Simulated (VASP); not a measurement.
# AlNi (Pm-3m) in VASP: further runs

The runs below take AlNi through single point, with PBE.

Program: VASP 6.6.1. These are calculated values, not measurements. Logs are shortened: lines on timing, memory, paths and dates and some standing lists are left out, and cuts for length are marked.

## Step 1: The cell of the first run

Symmetry: Pm-3m, No. 221, cubic system. Conventional cell: a = 2.881 Å, b = 2.881 Å, c = 2.881 Å, α = 90.00°, β = 90.00°, γ = 90.00°. Within 3.3 Å of Ni (site symmetry m-3m) lie 8 Al at 2.50 Å and 6 Ni at 2.88 Å. Within 3.3 Å of Al (site symmetry m-3m) lie 8 Ni at 2.50 Å and 6 Al at 2.88 Å.

## Step 2: Single point, PBE, collinear spin, ferromagnetic start

Contents of INCAR:

```
SYSTEM = AlNi
  PREC = Accurate
  ENCUT = 520
  EDIFF = 1E-7
  ISMEAR = 0
  SIGMA = 0.027000000000000003
  LREAL = .FALSE.
  LASPH = .TRUE.
  NELM = 150
  ALGO = Normal
  ISIF = 2
  LWAVE = .FALSE.
  LCHARG = .TRUE.
  ISPIN = 2
  MAGMOM = 1 0
  LORBIT = 11
  LMAXMIX = 4
  GGA = PE
  LELF = .TRUE.
  LVHAR = .TRUE.
  NBANDS = 18
```

Contents of KPOINTS:

```
regular mesh
0
G
  9 9 9
  0 0 0
```

Contents of POSCAR:

```
AlNi
1.0
    2.8810000000      0.0000000000      0.0000000000
    0.0000000000      2.8810000000      0.0000000000
    0.0000000000      0.0000000000      2.8810000000
Ni Al
1 1
Direct
    0.5000000000      0.5000000000      0.5000000000
    0.0000000000      0.0000000000      0.0000000000
```

Potentials or basis: VASP PAW PBE potentials, release 64 (Ni, Al).

Launch:

```console
$ cat potpaw_PBE.64/Ni/POTCAR potpaw_PBE.64/Al/POTCAR > POTCAR
$ mpirun -np 1 vasp_std > vasp.out
```

OUTCAR:

```text
SYSTEM = AlNi
   PREC = Accurate
   ENCUT = 520
   EDIFF = 1E-7
   ISMEAR = 0
   LREAL = .FALSE.
   LASPH = .TRUE.
   NELM = 150
   ISIF = 2
   ISPIN = 2
   LORBIT = 11
   GGA = PE

 ion  position               nearest neighbor table
   1  0.500  0.500  0.500-   2 2.50   2 2.50   2 2.50   2 2.50   2 2.50   2 2.50   2 2.50   2 2.50

   2  0.000  0.000  0.000-   1 2.50   1 2.50   1 2.50   1 2.50   1 2.50   1 2.50   1 2.50   1 2.50

  LATTYP: Found a simple cubic cell.
 ALAT       =     2.8810000000

  Lattice vectors:

 A1 = (   2.8810000000,   0.0000000000,   0.0000000000)
 A2 = (   0.0000000000,   2.8810000000,   0.0000000000)
 A3 = (   0.0000000000,   0.0000000000,   2.8810000000)

Analysis of symmetry for initial positions (statically):
=====================================================================
 Subroutine PRICEL returns:
 Original cell was already a primitive cell.

 Routine SETGRP: Setting up the symmetry group for a
 simple cubic supercell.

 Subroutine GETGRP returns: Found 48 space group operations
 (whereof 48 operations were pure point group operations)
 out of a pool of 48 trial point group operations.

The static configuration has the point symmetry O_h .

Analysis of symmetry for dynamics (positions and initial velocities):
=====================================================================
 Subroutine PRICEL returns:
 Original cell was already a primitive cell.

 Routine SETGRP: Setting up the symmetry group for a
 simple cubic supercell.

 Subroutine GETGRP returns: Found 48 space group operations
 (whereof 48 operations were pure point group operations)
 out of a pool of 48 trial point group operations.

The dynamic configuration has the point symmetry O_h .

Analysis of structural, dynamic, and magnetic symmetry:
=====================================================================
 Subroutine PRICEL returns:
 Original cell was already a primitive cell.

 Routine SETGRP: Setting up the symmetry group for a
 simple cubic supercell.

 Subroutine GETGRP returns: Found 48 space group operations
 (whereof 48 operations were pure point group operations)
 out of a pool of 48 trial point group operations.

The overall configuration has the point symmetry O_h .

 Subroutine INISYM returns: Found 48 space group operations
 (whereof 48 operations are pure point group operations),
 and found     1 'primitive' translations

----------------------------------------------------------------------------------------

                                     Primitive cell

  volume of cell :      23.9128

  direct lattice vectors                    reciprocal lattice vectors
     2.881000000  0.000000000  0.000000000     0.347101701  0.000000000  0.000000000
     0.000000000  2.881000000  0.000000000     0.000000000  0.347101701  0.000000000
     0.000000000  0.000000000  2.881000000     0.000000000  0.000000000  0.347101701

  length of vectors
     2.881000000  2.881000000  2.881000000     0.347101701  0.347101701  0.347101701

  position of ions in fractional coordinates (direct lattice)
     0.500000000  0.500000000  0.500000000
     0.000000000  0.000000000  0.000000000

  ion indices of the primitive-cell ions
   primitive index   ion index
                 1           1
                 2           2

----------------------------------------------------------------------------------------

 KPOINTS: regular mesh

Automatic generation of k-mesh.
 Grid dimensions read from file:
 generate k-points for:    9    9    9

 Generating k-lattice:

  Cartesian coordinates                     Fractional coordinates (reciprocal lattice)
     0.038566856  0.000000000  0.000000000     0.111111111  0.000000000  0.000000000
     0.000000000  0.038566856  0.000000000     0.000000000  0.111111111  0.000000000
     0.000000000  0.000000000  0.038566856     0.000000000  0.000000000  0.111111111

  Length of vectors
     0.038566856  0.038566856  0.038566856

  Shift w.r.t. Gamma in fractional coordinates (k-lattice)
     0.000000000  0.000000000  0.000000000

 Subroutine IBZKPT returns following result:
 ===========================================

 Found     35 irreducible k-points:

 Following reciprocal coordinates:
            Coordinates               Weight
  0.000000  0.000000  0.000000      1.000000
  0.111111  0.000000  0.000000      6.000000
  0.222222  0.000000  0.000000      6.000000
  0.333333  0.000000  0.000000      6.000000
  0.444444  0.000000  0.000000      6.000000
  0.111111  0.111111  0.000000     12.000000
[... 16 lines left out ...]
  0.333333  0.333333  0.111111     24.000000
  0.444444  0.333333  0.111111     48.000000
 [... further k-points ...]
   k-points           NKPTS =     35   k-points in BZ     NKDIM =     35   number of bands    NBANDS=     18
   number of dos      NEDOS =    301   number of ions     NIONS =      2
   total plane-waves  NPLWV =  13824
   dimension x,y,z NGX =    24 NGY =   24 NGZ =   24
   dimension x,y,z NGXF=    48 NGYF=   48 NGZF=   48
   ions per type =               1   1
   NGX,Y,Z   is equivalent  to a cutoff of  13.85, 13.85, 13.85 a.u.
   NGXF,Y,Z  is equivalent  to a cutoff of  27.70, 27.70, 27.70 a.u.
 SYSTEM =  AlNi
   PREC   = accura    normal or accurate (medium, high low for compatibility)
   ISTART =      0    job   : 0-new  1-cont  2-samecut
   ICHARG =      2    charge: 1-file 2-atom 10-const
   ISPIN  =      2    spin polarized calculation?
   LNONCOLLINEAR =      F non collinear calculations
   LSORBIT =      F    spin-orbit coupling
   LASPH  =      T    aspherical Exc in radial PAW
   ENCUT  =  520.0 eV  38.22 Ry    6.18 a.u.   5.36  5.36  5.36*2*pi/ulx,y,z
   NELM   =    150;   NELMIN=  2; NELMDL= -5     # of ELM steps
   EDIFF  = 0.1E-06   stopping-criterion for ELM
   LREAL  =      F    real-space projection
   EDIFFG = 0.1E-05   stopping-criterion for IOM
   NSW    =      0    number of steps for IOM
   IBRION =     -1    ionic relax: 0-MD 1-quasi-New 2-CG
   NFREE  =      0    steps in history (QN), initial steepest desc. (CG)
   ISIF   =      2    stress and relaxation
   ISYM   =      2    0-nonsym 1-usesym 2-fastsym
   POTIM  = 0.5000    time-step for ionic-motion
   TEBEG  =    0.0;   TEEND  =   0.0 temperature during run
   PSTRESS=    0.0 pullay stress
   NELECT =      13.0000    total number of electrons
   NUPDOWN=      -1.0000    fix difference up-down
   EMIN   =  10.00;   EMAX   =-10.00  energy-range for DOS
   EFERMI =   0.00;   METHOD = LEGACY
   ISMEAR =     0;   SIGMA  =   0.03  broadening in eV -4-tet -1-fermi 0-gaus
   EFERMI_NEDOS =   21; number of points for ismear=-14 and -15
   IALGO  =     38    algorithm
   IMIX   =      4    mixing-type and parameters
     AMIX     =   0.40;   BMIX     =  1.00
     AMIX_MAG =   1.60;   BMIX_MAG =  1.00
  volume/ion in A,a.u.               =      11.96        80.69
  Fermi-wavevector in a.u.,A,eV,Ry     =   1.336122  2.524904 24.289410  1.785221
  Thomas-Fermi vector in A             =   2.464773
   LORBIT       =     11    0 simple, 1 ext, 2 COOP (PROOUT), +10 PAW based schemes
   GGA     = PE    functional components
   LHFCALC =     F    Hartree Fock is set to
   AEXX    =    0.0000 exact exchange contribution
   IVDW    =     0    specifies the selected vdW correction
   LEPSILON=     F    determine dielectric tensor
   LRPA    =     F    only Hartree local field effects (RPA)
 spin polarized calculation
 Gauss-broadening in eV      SIGMA  =   0.03
  energy-cutoff  :      520.00
  volume of cell :       23.91
 maximum number of plane-waves:       656
 NGX is ok and might be reduce to    24
   NGX = 11   NGY = 11   NGZ = 11

 number of electron      13.0000015 magnetization      -0.0727695

 number of electron      13.0000015 magnetization       0.0000734

 Free energy of the ion-electron system (eV)
  ---------------------------------------------------
  ext. energy  EPLUGINS =         0.00000000
  ---------------------------------------------------
  free energy    TOTEN  =       -10.53309600 eV

  energy without entropy =      -10.53303242  energy(sigma->0) =      -10.53306421

 E-fermi :  10.0323     XC(G=0): -12.0490

 val. band max:        9.9607738873   @ k =   0.3333   0.3333   0.0000
 cond. band min:      10.0711441303   @ k =   0.3333   0.1111   0.1111
 fundamental gap:      0.1103702430
 Fermi energy:        10.0323176729

 spin component 1

 k-point     1 :       0.0000    0.0000    0.0000
  band No.  band energies     occupation
      1      -1.1119      1.00000
      2       6.7885      1.00000
      3       6.7885      1.00000
      4       8.4710      1.00000
      5       8.4710      1.00000
      6       8.4710      1.00000
[... 10 lines left out ...]
     17      33.3681      0.00000
     18      33.3681      0.00000

 k-point     2 :       0.1111    0.0000    0.0000
  band No.  band energies     occupation
      1      -0.8849      1.00000
      2       6.7651      1.00000
      3       6.8408      1.00000
      4       8.3761      1.00000
      5       8.3761      1.00000
      6       8.4812      1.00000
[... 10 lines left out ...]
     17      32.6416      0.00000
     18      34.2316      0.00000

 k-point     3 :       0.2222    0.0000    0.0000
  band No.  band energies     occupation
      1      -0.2118      1.00000
      2       6.5397      1.00000
      3       6.9766      1.00000
      4       8.1535      1.00000
      5       8.1535      1.00000
      6       8.5071      1.00000
[... 412 lines left out ...]
 k-point    23 :       0.3333    0.3333    0.1111
  band No.  band energies     occupation
      1       2.8638      1.00000
      2       6.3019      1.00000
      3       6.8715      1.00000
      4       7.6561      1.00000
      5       8.0188      1.00000
      6       8.0953      1.00000
[... 10 lines left out ...]
     17      31.1094      0.00000
     18      35.6059      0.00000

 k-point    24 :       0.4444    0.3333    0.1111
  band No.  band energies     occupation
      1       3.9907      1.00000
      2       5.5886      1.00000
      3       7.0141      1.00000
      4       7.5359      1.00000
      5       8.0972      1.00000
      6       8.2448      1.00000
[... 10 lines left out ...]
     17      32.6026      0.00000
     18      36.4540      0.00000

 [... further k-points ...]

 spin component 2

 k-point     1 :       0.0000    0.0000    0.0000
  band No.  band energies     occupation
      1      -1.1119      1.00000
      2       6.7885      1.00000
      3       6.7885      1.00000
      4       8.4711      1.00000
      5       8.4711      1.00000
      6       8.4711      1.00000
[... 10 lines left out ...]
     17      33.3681      0.00000
     18      33.3681      0.00000

 k-point     2 :       0.1111    0.0000    0.0000
  band No.  band energies     occupation
      1      -0.8849      1.00000
      2       6.7652      1.00000
      3       6.8408      1.00000
      4       8.3761      1.00000
      5       8.3761      1.00000
      6       8.4813      1.00000
[... 10 lines left out ...]
     17      32.6416      0.00000
     18      34.2317      0.00000

 k-point     3 :       0.2222    0.0000    0.0000
  band No.  band energies     occupation
      1      -0.2117      1.00000
      2       6.5397      1.00000
      3       6.9767      1.00000
      4       8.1536      1.00000
      5       8.1536      1.00000
      6       8.5072      1.00000
[... 412 lines left out ...]
 k-point    23 :       0.3333    0.3333    0.1111
  band No.  band energies     occupation
      1       2.8638      1.00000
      2       6.3019      1.00000
      3       6.8715      1.00000
      4       7.6561      1.00000
      5       8.0188      1.00000
      6       8.0954      1.00000
[... 10 lines left out ...]
     17      31.1094      0.00000
     18      35.6059      0.00000

 k-point    24 :       0.4444    0.3333    0.1111
  band No.  band energies     occupation
      1       3.9907      1.00000
      2       5.5887      1.00000
      3       7.0142      1.00000
      4       7.5360      1.00000
      5       8.0973      1.00000
      6       8.2449      1.00000
[... 10 lines left out ...]
     17      32.6026      0.00000
     18      36.4540      0.00000

 [... further k-points ...]

------------------------ aborting loop because EDIFF is reached ----------------------------------------

  FORCE on cell =-STRESS in cart. coord.  units (eV):
  Direction    XX          YY          ZZ          XY          YZ          ZX
  --------------------------------------------------------------------------------------
  -------------------------------------------------------------------------------------
  Total        0.2843641      0.2843641      0.2843641      0.0000000     -0.0000000     -0.0000000
  in kB       19.0526589     19.0526589     19.0526589      0.0000000     -0.0000000     -0.0000000
  external PRESSURE =      19.0526589 kB  Pullay stress =       0.0000000 kB

 VOLUME and BASIS-vectors are now :
 -----------------------------------------------------------------------------
  energy-cutoff  :      520.00
  volume of cell :       23.91
      direct lattice vectors                 reciprocal lattice vectors
     2.881000000  0.000000000  0.000000000     0.347101701  0.000000000  0.000000000
     0.000000000  2.881000000  0.000000000     0.000000000  0.347101701  0.000000000
     0.000000000  0.000000000  2.881000000     0.000000000  0.000000000  0.347101701

 POSITION                                       TOTAL-FORCE (eV/Angst)
 -----------------------------------------------------------------------------------
      1.44050      1.44050      1.44050         0.000000      0.000000      0.000000
      0.00000      0.00000      0.00000         0.000000      0.000000      0.000000
 -----------------------------------------------------------------------------------
    total drift:                                0.000000      0.000000     -0.000000

  FREE ENERGIE OF THE ION-ELECTRON SYSTEM (eV)
  ---------------------------------------------------
  free  energy   TOTEN  =       -10.5330960031 eV

  energy  without entropy=      -10.5330324173  energy(sigma->0) =      -10.53306421

 total charge

# of ion       s       p       d       tot
------------------------------------------
    1        0.475   0.518   8.471   9.464
    2        0.384   0.413   0.000   0.797
--------------------------------------------------
tot          0.859   0.931   8.471  10.261

 magnetization (x)

# of ion       s       p       d       tot
------------------------------------------
    1        0.000  -0.000   0.000   0.000
    2        0.000   0.000   0.000   0.000
--------------------------------------------------
tot          0.000  -0.000   0.000   0.000
```

Run time: 92 s. Hardware: 1 thread of AMD EPYC 7R13, shared host; peak memory 0.13 GiB.

Results:

```yaml
Free_energy: -10.5331 eV
Pressure: 1.9 GPa
Net_moment: 0.00 μB per cell
Valence_electrons_inside_the_program's_atomic_spheres: Ni 9.46; Al 0.80
```

## Step 3: Single point, PBE, collinear spin, ferromagnetic start

Contents of INCAR:

```
SYSTEM = AlNi
PREC = Accurate
ENCUT = 520
EDIFF = 1E-6
ISMEAR = 0
SIGMA = 0.020999999999999998
LREAL = .FALSE.
LASPH = .TRUE.
NELM = 150
ALGO = Normal
ISIF = 2
LWAVE = .FALSE.
LCHARG = .FALSE.
ISPIN = 2
MAGMOM = 1 0
LORBIT = 11
LMAXMIX = 4
GGA = PE
NBANDS = 18
```

Contents of KPOINTS:

```
Automatic mesh
0
G
  9 9 9
  0 0 0
```

POSCAR is that of step 2.

Potentials or basis: VASP PAW PBE potentials, release 64 (Ni, Al).

Launch:

```console
$ cat potpaw_PBE.64/Ni/POTCAR potpaw_PBE.64/Al/POTCAR > POTCAR
$ mpirun -np 1 vasp_std > vasp.out
```

It took 92 s on 1 thread of AMD EPYC 7R13, shared host; peak memory 0.13 GiB.

It converged, with:

```
Free energy                                           : -10.5331 eV
Pressure                                              : 1.9 GPa
Net moment                                            : 0.00 μB per cell
Valence electrons inside the program's atomic spheres : Ni 9.46; Al 0.80
```

Levels at points of the mesh, in eV from the Fermi level:
Spin up:
```
           k point  band 3  band 4  band 5  band 6  band 7  band 8  band 9  band 10
(0.00, 0.00, 0.00)   -3.25   -1.57   -1.57   -1.57    5.48    5.48    5.48     8.11
```
Spin down:
```tsv
k point	band 2	band 3	band 4	band 5	band 6	band 7	band 8	band 9	band 10	band 11
(0.00, 0.00, 0.00)	-3.25	-3.25	-1.57	-1.57	-1.57	5.48	5.48	5.48	8.11	8.11
```
